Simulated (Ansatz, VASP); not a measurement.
## TiAl in VASP and in Ansatz

File INCAR:

```
PREC = Accurate
ENCUT = 520
EDIFF = 1E-7
ISMEAR = 0
SIGMA = 0.1
LREAL = F
LASPH = T
NELM = 150
ALGO = Normal
ISIF = 2
LWAVE = F
LCHARG = T
ISPIN = 2
MAGMOM = 1 1 0 0
LORBIT = 11
LMAXMIX = 4
GGA = PE
LELF = T
LVHAR = T
NBANDS = 27
```

The input KPOINTS:

```
Automatic mesh
0
Gamma
  4 6 4
```

Contents of POSCAR:

```
TiAl
1.0
    4.6341122448      0.0000000000      0.0000000000
    0.0000000000      2.8621696039      0.0000000000
    0.0000000000      0.0000000000      4.8978079724
Ti Al
2 2
Direct
    0.2500000000      0.5000000000      0.6612433308
    0.7500000000      0.5000000000      0.3387566692
    0.7500000000      0.0000000000      0.8380590585
    0.2500000000      0.0000000000      0.1619409415
```

Input for Ansatz:

```yaml
crystal:
  lattice:
    - [4.6341122448, 0.0, 0.0]
    - [0.0, 2.8621696039, 0.0]
    - [0.0, 0.0, 4.8978079724]
  atoms:
    - { symbol: Ti, position: [0.25, 0.5, 0.6612433308], spin: 1.0 }
    - { symbol: Ti, position: [0.75, 0.5, 0.3387566692], spin: 1.0 }
    - { symbol: Al, position: [0.75, 0.0, 0.8380590585] }
    - { symbol: Al, position: [0.25, 0.0, 0.1619409415] }
basis:
  ecutwfc: 420
kpoints:
  mp_grid: { grid: [4, 6, 4] }
hamiltonian:
  xc: pbe
scf:
  occupations: { method: gaussian, width: 0.1 }
  lower_state_search: "off"
output:
  forces: true
  stress: true
  eigenvalues: true
  populations: true
magnetization:
  spin_polarized: true
```

Change from the starting cell: the structure that the rattled cell fell into.

Alike in both runs: task single point; functional PBE; k mesh 4 × 6 × 4; occupations gaussian, width 0.1 eV; collinear spin.

```csv
,VASP,Ansatz
version,VASP 6.6.1,Ansatz 0.2.0
potentials or method,"VASP PAW PBE potentials, release 64 (Ti_sv, Al), cutoff 520 eV","scalar-relativistic, plane waves, PAW"
valence electrons in the cell,30,30
```

Ansatz gave:

```
gap on the k mesh at the Fermi level (eV)                     : none
pressure (GPa)                                                : 0.0
traceless stress, the component that is largest in VASP (GPa) : 0.40
rms of the force components (eV/Å)                            : 0.021
net moment per atom (μB)                                      : 0.15
size of the moment on the site where the two differ most (μB) : 0.23
```

Question: Estimate VASP's values.

Answer: gap on the k mesh at the Fermi level (eV): none; pressure (GPa): 0.0; traceless stress, the component that is largest in VASP (GPa): 0.40; rms of the force components (eV/Å): 0.022; net moment per atom (μB): 0.15; size of the moment on the site where the two differ most (μB): 0.23.

Site moments also hang on the region over which each program counts them. Atom by atom the forces differ by 0.001 eV/Å (rms over components). A gap of «none» marks a metal or a gap that the smearing closes.

The k mesh is coarse, so the values compare programs but aren't converged.
